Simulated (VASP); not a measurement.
Ga:

```
Ga
1.0
    -1.69835    1.69835    1.69835
     1.69835   -1.69835    1.69835
     1.69835    1.69835   -1.69835
Ga
1
Direct
  0.00000 0.00000 0.00000
```

This isn't the form of Ga at room conditions, which is orthorhombic.

- Program: VASP 6.6.1
- Task: relaxation of cell and atoms
- Functional: LDA
- Potentials or basis: VASP PAW LDA potentials, release 64 (Ga_d)
- Cutoff: 600 eV
- k mesh: 13 × 13 × 13
- Occupations: fermi-dirac, width 0.1 eV
- Spin: no spin polarisation

At the start: pressure -5.8 GPa; volume 19.59 Å³/atom.

Q: How do energy, volume and symmetry change on relaxing?

A: Over 6 steps the energy falls by 44.4 meV/atom and the volume is 17.42 Å³/atom (-11.1 %); space group Im-3m (No. 229, to 0.1 Å) before and after.

The path:
| step | energy change (eV) | largest force (eV/Å) | pressure (GPa) | volume (Å³) |
| --- | --- | --- | --- | --- |
| 1 | 0.0000 | 0.0000 | -5.80 | 19.59 |
| 2 | -0.0437 | 0.0000 | -0.75 | 17.65 |
| 3 | -0.0443 | 0.0000 | -0.19 | 17.47 |
| 4 | -0.0444 | 0.0000 | 0.13 | 17.40 |
| 5 | -0.0444 | 0.0000 | -0.17 | 17.44 |
| 6 | -0.0444 | 0.0000 | 0.02 | 17.42 |

Final structure:
```cif
data_structure
_symmetry_space_group_name_H-M 'P 1'
_symmetry_Int_Tables_number 1
_cell_length_a 2.8285
_cell_length_b 2.8285
_cell_length_c 2.8285
_cell_angle_alpha 109.471
_cell_angle_beta 109.471
_cell_angle_gamma 109.471
_cell_volume 17.42
loop_
_atom_site_label
_atom_site_type_symbol
_atom_site_fract_x
_atom_site_fract_y
_atom_site_fract_z
_atom_site_occupancy
Ga1 Ga 0.00000 0.00000 0.00000 1
```
